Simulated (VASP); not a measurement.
# TiB (I-4m2) in VASP: further runs, part 3 of 3

VASP 6.6.1. The steps go on from the part before.

**6. Electric field gradients, LDA (equal xx and yy strain of +2 %)**

INCAR reads:

```
SYSTEM = TiB
  ALGO = Normal
  EDIFF = 1E-8
  ENCUT = 420
  GGA_COMPAT = .False.
  ISIF = 2
  ISMEAR = -1
  LASPH = .True.
  LCHARG = .False.
  LEFG = .True.
  LREAL = .False.
  LWAVE = .False.
  NBANDS = 14
  NELM = 120
  PREC = Accurate
  SIGMA = 0.05
```

KPOINTS reads:

```
k-points
0
Gamma
  13 13 13
  0 0 0
```

POSCAR reads:

```
TiB
1.0
    0.0000000000      2.1430200000      2.1010000000
    2.1430200000      0.0000000000      2.1010000000
    2.1430200000      2.1430200000      0.0000000000
Ti B
1 1
Direct
    0.7500000000      0.7500000000      0.7500000000
    0.0000000000      0.0000000000      0.0000000000
```

Potentials or basis: VASP PAW LDA potentials, release 64 (Ti_sv, B).

On the command line:

```bash
> cat potpaw_LDA.64/Ti_sv/POTCAR potpaw_LDA.64/B/POTCAR > POTCAR
> mpirun -np 1 vasp_std > vasp.out
```

OUTCAR:

```text
SYSTEM = TiB
   EDIFF = 1E-8
   ENCUT = 420
   ISIF = 2
   ISMEAR = -1
   LASPH = .True.
   LREAL = .False.
   NELM = 120
   PREC = Accurate

 ion  position               nearest neighbor table
   1  0.750  0.750  0.750-   2 1.84   2 1.84   2 1.84   2 1.84
   2  0.000  0.000  0.000-   1 1.84   1 1.84   1 1.84   1 1.84

  LATTYP: Found a body centered tetragonal cell.
 ALAT       =     3.0306879484
 C/A-ratio  =     1.3864838847

  Lattice vectors:

 A1 = (   0.0000000000,  -2.1430200000,  -2.1010000000)
 A2 = (   0.0000000000,   2.1430200000,  -2.1010000000)
 A3 = (   2.1430200000,   0.0000000000,   2.1010000000)

Analysis of symmetry for initial positions (statically):
=====================================================================
 Subroutine PRICEL returns:
 Original cell was already a primitive cell.

 Routine SETGRP: Setting up the symmetry group for a
 body centered tetragonal supercell.

 Subroutine GETGRP returns: Found  8 space group operations
 (whereof  8 operations were pure point group operations)
 out of a pool of 16 trial point group operations.

The static configuration has the point symmetry D_2d.

Analysis of symmetry for dynamics (positions and initial velocities):
=====================================================================
 Subroutine PRICEL returns:
 Original cell was already a primitive cell.

 Routine SETGRP: Setting up the symmetry group for a
 body centered tetragonal supercell.

 Subroutine GETGRP returns: Found  8 space group operations
 (whereof  8 operations were pure point group operations)
 out of a pool of 16 trial point group operations.

The dynamic configuration has the point symmetry D_2d.

[... 166 lines left out ...]
     13      21.0089      0.00000
     14      21.2766      0.00000
[... 377 lines left out ...]
      1     -45.4305      2.00000
      2     -22.6579      2.00000
      3     -22.2101      2.00000
      4     -22.1997      2.00000
      5       3.4175      2.00000
      6       6.0130      2.00000
      7       7.5917      2.00000
      8       7.9673      2.00000
      9      11.9112      0.00000
     10      12.8476      0.00000
     11      14.5544      0.00000
     12      17.9097      0.00000
     13      18.9755      0.00000
     14      21.9147      0.00000

 [... further k-points ...]
[... 5 lines left out ...]
  --------------------------------------------------------------------------------------
  -------------------------------------------------------------------------------------
  Total       10.8889129     10.8889129     10.4165366      0.0000000      0.0000000      0.0000000
  in kB      904.0378386    904.0378386    864.8194102      0.0000000      0.0000000      0.0000000
  external PRESSURE =     890.9650291 kB  Pullay stress =       0.0000000 kB

 VOLUME and BASIS-vectors are now :
 -----------------------------------------------------------------------------
  energy-cutoff  :      420.00
  volume of cell :       19.30
      direct lattice vectors                 reciprocal lattice vectors
     0.000000000  2.143020000  2.101000000    -0.233315601  0.233315601  0.237981913
     2.143020000  0.000000000  2.101000000     0.233315601 -0.233315601  0.237981913
     2.143020000  2.143020000  0.000000000     0.233315601  0.233315601 -0.237981913

 POSITION                                       TOTAL-FORCE (eV/Angst)
 -----------------------------------------------------------------------------------
      3.21453      3.21453      3.15150         0.000000      0.000000      0.000000
      0.00000      0.00000      0.00000        -0.000000     -0.000000     -0.000000
 -----------------------------------------------------------------------------------
    total drift:                                0.000001      0.000001      0.000001

  FREE ENERGIE OF THE ION-ELECTRON SYSTEM (eV)
  ---------------------------------------------------
  free  energy   TOTEN  =       -12.4613822849 eV

  energy  without entropy=      -12.4537047006  energy(sigma->0) =      -12.45754349

 Electric field gradients (V/A^2)
---------------------------------------------------------------------
 ion       V_xx      V_yy      V_zz      V_xy      V_xz      V_yz
---------------------------------------------------------------------
   1      -1.805    -1.805     3.610    -0.000    -0.002    -0.002
   2      -0.082    -0.082     0.164    -0.000    -0.000    -0.000
---------------------------------------------------------------------

 Electric field gradients after diagonalization (V/A^2)
 (convention: |V_zz| > |V_xx| > |V_yy|)
----------------------------------------------------------------------
 ion       V_xx      V_yy      V_zz     asymmetry (V_yy - V_xx)/ V_zz
----------------------------------------------------------------------
   1      -1.806    -1.805     3.610       0.000
   2      -0.082    -0.082     0.164       0.002
----------------------------------------------------------------------

           NMR quadrupolar parameters

 Cq : quadrupolar parameter    Cq=e*Q*V_zz/h
 eta: asymmetry parameters     (V_yy - V_xx)/ V_zz
 Q  : nuclear electric quadrupole moment in mb (millibarn)
----------------------------------------------------------------------
 ion       Cq(MHz)       eta       Q (mb)
----------------------------------------------------------------------
   1       0.009       0.000       1.000
   2       0.000       0.002       1.000
----------------------------------------------------------------------
```

OSZICAR:

```text
N       E                     dE             d eps       ncg     rms          rms(c)
DAV:   1     0.111530624185E+03    0.11153E+03   -0.69506E+03  5488   0.113E+03
DAV:   2    -0.640437307041E+01   -0.11793E+03   -0.11176E+03  5758   0.308E+02
DAV:   3    -0.148899734722E+02   -0.84856E+01   -0.82152E+01  8002   0.797E+01
DAV:   4    -0.154254594538E+02   -0.53549E+00   -0.53446E+00  6596   0.146E+01
DAV:   5    -0.154320261888E+02   -0.65667E-02   -0.65653E-02  7214   0.166E+00    0.228E+01
DAV:   6    -0.123795783955E+02    0.30524E+01   -0.67023E+00  7802   0.402E+01    0.512E+00
DAV:   7    -0.124130892653E+02   -0.33511E-01   -0.79966E-01  5542   0.102E+01    0.474E+00
DAV:   8    -0.124548313202E+02   -0.41742E-01   -0.10128E-01  7960   0.258E+00    0.114E+00
DAV:   9    -0.124615091124E+02   -0.66778E-02   -0.12758E-02  5512   0.112E+00    0.171E-01
DAV:  10    -0.124614429205E+02    0.66192E-04   -0.20636E-03  6792   0.457E-01    0.168E-01
DAV:  11    -0.124613905990E+02    0.52322E-04   -0.24679E-04  5590   0.160E-01    0.103E-01
DAV:  12    -0.124613822816E+02    0.83173E-05   -0.60733E-05  7426   0.920E-02    0.798E-03
DAV:  13    -0.124613822106E+02    0.71072E-07   -0.57727E-06  5608   0.201E-02    0.302E-03
DAV:  14    -0.124613822939E+02   -0.83321E-07   -0.47201E-07  6472   0.526E-03    0.120E-03
DAV:  15    -0.124613822849E+02    0.89724E-08   -0.28385E-08  5934   0.167E-03
   1 F= -.12461382E+02 E0= -.12457543E+02  d E =-.767758E-02
```

It took 62 s on 1 thread of Intel Xeon 8259CL, shared host; peak memory 0.15 GiB.

Results:

```yaml
Free_energy: -12.4614 eV
Pressure: 89.1 GPa
```

Levels at points of the mesh, in eV from the Fermi level:
| k point | band 5 | band 6 | band 7 | band 8 | band 9 | band 10 | band 11 | band 12 |
| --- | --- | --- | --- | --- | --- | --- | --- | --- |
| (0.00, 0.00, 0.00) | -8.73 | -1.83 | -1.83 | -1.76 | 3.04 | 3.26 | 12.04 | 12.29 |

Electric field gradients, principal values (V/Å²):
| atom | least | middle | greatest (by size) |
| --- | --- | --- | --- |
| 1 Ti | -1.805 | -1.806 | 3.610 |
| 2 B | -0.082 | -0.082 | 0.164 |

Caveat: the cell differs from its parent crystal (equal xx and yy strain of +2 %); without QUAD_EFG the Cq values of the log hold for a quadrupole moment of 1 mb, not for the nuclei.

**7. Electric field gradients, LDA (equal xx and yy strain of +2 %)**

INCAR reads:

```
SYSTEM = TiB
ALGO = Normal
EDIFF = 1E-8
ENCUT = 420
GGA = CA
GGA_COMPAT = .False.
ISIF = 2
ISMEAR = -1
LASPH = .True.
LCHARG = .False.
LEFG = .True.
LREAL = .False.
LWAVE = .False.
NBANDS = 14
NELM = 120
PREC = Accurate
SIGMA = 0.05
```

KPOINTS is that of step 6.

POSCAR is that of step 6.

Potentials or basis: VASP PAW LDA potentials, release 64 (Ti_sv, B).

On the command line:

```bash
> cat potpaw_LDA.64/Ti_sv/POTCAR potpaw_LDA.64/B/POTCAR > POTCAR
> mpirun -np 1 vasp_std > vasp.out
```

OUTCAR:

```text
SYSTEM = TiB
   EDIFF = 1E-8
   ENCUT = 420
   GGA = CA
   ISIF = 2
   ISMEAR = -1
   LASPH = .True.
   LREAL = .False.
   NELM = 120
   PREC = Accurate

 ion  position               nearest neighbor table
   1  0.750  0.750  0.750-   2 1.84   2 1.84   2 1.84   2 1.84
   2  0.000  0.000  0.000-   1 1.84   1 1.84   1 1.84   1 1.84

  LATTYP: Found a body centered tetragonal cell.
 ALAT       =     3.0306879484
 C/A-ratio  =     1.3864838847

  Lattice vectors:

 A1 = (   0.0000000000,  -2.1430200000,  -2.1010000000)
 A2 = (   0.0000000000,   2.1430200000,  -2.1010000000)
 A3 = (   2.1430200000,   0.0000000000,   2.1010000000)

Analysis of symmetry for initial positions (statically):
=====================================================================
 Subroutine PRICEL returns:
 Original cell was already a primitive cell.

 Routine SETGRP: Setting up the symmetry group for a
 body centered tetragonal supercell.

 Subroutine GETGRP returns: Found  8 space group operations
 (whereof  8 operations were pure point group operations)
 out of a pool of 16 trial point group operations.

The static configuration has the point symmetry D_2d.

Analysis of symmetry for dynamics (positions and initial velocities):
=====================================================================
 Subroutine PRICEL returns:
 Original cell was already a primitive cell.

 Routine SETGRP: Setting up the symmetry group for a
 body centered tetragonal supercell.

 Subroutine GETGRP returns: Found  8 space group operations
 (whereof  8 operations were pure point group operations)
 out of a pool of 16 trial point group operations.

[... 166 lines left out ...]
     11      20.7515      0.00000
     12      21.0089      0.00000
     13      21.0089      0.00000
     14      21.2766      0.00000
[... 377 lines left out ...]
      1     -45.4305      2.00000
      2     -22.6579      2.00000
      3     -22.2101      2.00000
      4     -22.1997      2.00000
      5       3.4175      2.00000
      6       6.0130      2.00000
      7       7.5917      2.00000
      8       7.9673      2.00000
      9      11.9112      0.00000
     10      12.8476      0.00000
     11      14.5544      0.00000
     12      17.9097      0.00000
     13      18.9755      0.00000
     14      21.9147      0.00000

 [... further k-points ...]
[... 5 lines left out ...]
  --------------------------------------------------------------------------------------
  -------------------------------------------------------------------------------------
  Total       10.8889129     10.8889129     10.4165366      0.0000000      0.0000000      0.0000000
  in kB      904.0378386    904.0378386    864.8194102      0.0000000      0.0000000      0.0000000
  external PRESSURE =     890.9650291 kB  Pullay stress =       0.0000000 kB

 VOLUME and BASIS-vectors are now :
 -----------------------------------------------------------------------------
  energy-cutoff  :      420.00
  volume of cell :       19.30
      direct lattice vectors                 reciprocal lattice vectors
     0.000000000  2.143020000  2.101000000    -0.233315601  0.233315601  0.237981913
     2.143020000  0.000000000  2.101000000     0.233315601 -0.233315601  0.237981913
     2.143020000  2.143020000  0.000000000     0.233315601  0.233315601 -0.237981913

 POSITION                                       TOTAL-FORCE (eV/Angst)
 -----------------------------------------------------------------------------------
      3.21453      3.21453      3.15150         0.000000      0.000000      0.000000
      0.00000      0.00000      0.00000        -0.000000     -0.000000     -0.000000
 -----------------------------------------------------------------------------------
    total drift:                                0.000001      0.000001      0.000001

  FREE ENERGIE OF THE ION-ELECTRON SYSTEM (eV)
  ---------------------------------------------------
  free  energy   TOTEN  =       -12.4613822849 eV

  energy  without entropy=      -12.4537047006  energy(sigma->0) =      -12.45754349

 Electric field gradients (V/A^2)
---------------------------------------------------------------------
 ion       V_xx      V_yy      V_zz      V_xy      V_xz      V_yz
---------------------------------------------------------------------
   1      -1.805    -1.805     3.610    -0.000    -0.002    -0.002
   2      -0.082    -0.082     0.164    -0.000    -0.000    -0.000
---------------------------------------------------------------------

 Electric field gradients after diagonalization (V/A^2)
 (convention: |V_zz| > |V_xx| > |V_yy|)
----------------------------------------------------------------------
 ion       V_xx      V_yy      V_zz     asymmetry (V_yy - V_xx)/ V_zz
----------------------------------------------------------------------
   1      -1.806    -1.805     3.610       0.000
   2      -0.082    -0.082     0.164       0.002
----------------------------------------------------------------------

           NMR quadrupolar parameters

 Cq : quadrupolar parameter    Cq=e*Q*V_zz/h
 eta: asymmetry parameters     (V_yy - V_xx)/ V_zz
 Q  : nuclear electric quadrupole moment in mb (millibarn)
----------------------------------------------------------------------
 ion       Cq(MHz)       eta       Q (mb)
----------------------------------------------------------------------
   1       0.009       0.000       1.000
   2       0.000       0.002       1.000
----------------------------------------------------------------------
```

Wall time 63 s (1 thread of Intel Xeon 8259CL, shared host); peak memory 0.15 GiB.

What came out:

| Property | Result |
| --- | --- |
| Free energy | -12.4614 eV |
| Pressure | 89.1 GPa |

Levels at points of the mesh, in eV from the Fermi level:
```tsv
k point	band 6	band 7	band 8	band 9	band 10	band 11
(0.00, 0.00, 0.00)	-1.83	-1.83	-1.76	3.04	3.26	12.04
```

Electric field gradients, principal values (V/Å²):
```tsv
atom	least	middle	greatest (by size)
1 Ti	-1.805	-1.806	3.610
2 B	-0.082	-0.082	0.164
```

Caveat: the cell differs from its parent crystal (equal xx and yy strain of +2 %); without QUAD_EFG the Cq values of the log hold for a quadrupole moment of 1 mb, not for the nuclei.

**8. Summary**

```tsv
cell	gap on the mesh (eV)	pressure (GPa)
a = 3.001, b = 3.001, c = 2.971 Å, angles 60.3, 60.3, 59.3°, 2 atoms	none	96.7
a = 2.986, b = 2.986, c = 3.001 Å, angles 59.8, 59.8, 60.3°, 2 atoms	none	96.7
a = 3.001, b = 3.001, c = 3.031 Å, angles 59.7, 59.7, 60.7°, 2 atoms	none	89.1
```

Alike in all rows: task electric field gradients; level LDA; potentials or basis VASP PAW LDA potentials, release 64 (Ti_sv, B); no spin polarisation; k mesh 13 × 13 × 13; cutoff (eV) 420; smearing fermi-dirac 0.05 eV.

Absolute energies hang on the potentials; compare differences alone.
